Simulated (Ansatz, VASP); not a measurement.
**C: VASP beside Ansatz**

```xyz
4
Lattice="1.2295 -2.1291 0.0000 1.2295 2.1291 0.0000 0.0000 0.0000 7.3778" Properties=species:S:1:pos:R:3 pbc="T T T"
C     1.2295    1.7743    5.5322
C     1.2295   -0.3548    1.8456
C     1.2295   -1.7743    1.8456
C     1.2295    0.3548    5.5322
```

Alike in both runs: functional PBEsol; k mesh 21 × 21 × 6; occupations gaussian, width 0.1 eV; no spin polarisation.

Ansatz relaxed the structure, and its values are those at the end. VASP's run is a single point on that final structure, the one shown.

```csv
,VASP,Ansatz
version,VASP 6.6.1,Ansatz 0.2.0
potentials or method,"VASP PAW PBE potentials, release 64 (C), cutoff 600 eV","scalar-relativistic, plane waves, PAW"
valence electrons in the cell,16,16
```

|  | VASP | Ansatz | Ansatz less VASP |
| --- | --- | --- | --- |
| pressure (GPa) | 0.3 | 0.0 | -0.29 |

VASP's potentials were made for PBE, not for PBEsol, and Ansatz warns of the same on its side.
